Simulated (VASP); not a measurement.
Write the native input for VASP 6.6.1 that does the following.

```yaml
Task: single point
Functional: PBEsol
Potentials_or_basis: VASP PAW PBE potentials, release 64 (Ta_pv)
Cutoff: 520 eV
k_mesh: 18 × 18 × 18
Occupations: gaussian, width 0.1 eV
Spin: no spin polarisation
Dipole_correction: no
Further_INCAR_settings: ALGO = Normal; EDIFF = 1e-06; NBANDS = 12
```

The structure of Ta lies in POSCAR:

```
Ta
1.0
   -1.6402286357      1.6402286357      1.6402286357
    1.6402286357     -1.6402286357      1.6402286357
    1.6402286357      1.6402286357     -1.6402286357
Ta
1
Direct
    0.0000000000      0.0000000000      0.0000000000
```

One way to write it, as run:

INCAR

```
PREC     = Accurate       # precision mode
ENCUT    = 520            # plane-wave cutoff, eV
EDIFF    = 1E-6           # SCF threshold, eV
ISMEAR   = 0              # smearing method
SIGMA    = 0.1            # smearing width, eV
LREAL    = F              # projectors in reciprocal space
LASPH    = T              # aspherical terms in the spheres
NELM     = 60             # most SCF steps
ALGO     = Normal         # electronic algorithm
ISIF     = 2              # what is computed and relaxed
LWAVE    = F              # write WAVECAR
LCHARG   = T              # write CHGCAR
GGA      = PS             # functional
LELF     = T              # ELF
LVHAR    = T            
NBANDS   = 12             # bands
```

KPOINTS

```
Automatic mesh
0
Gamma
  18 18 18
```

Potentials or basis: VASP PAW PBE potentials, release 64 (Ta_pv).

Launch:

```bash
$ cat potpaw_PBE.64/Ta_pv/POTCAR > POTCAR
$ mpirun -np 1 vasp_std > vasp.out
```

Results of the run:

| Quantity | Value |
| --- | --- |
| Pressure | 0.2 GPa |

Caveat: the PAW data sets were made with another functional, which shifts forces and pressure a little.

Wall time 10 s on 1 thread of Intel(R) Xeon(R) 6975P-C (Granite Rapids), on a shared host, peak memory 0.16 GiB.
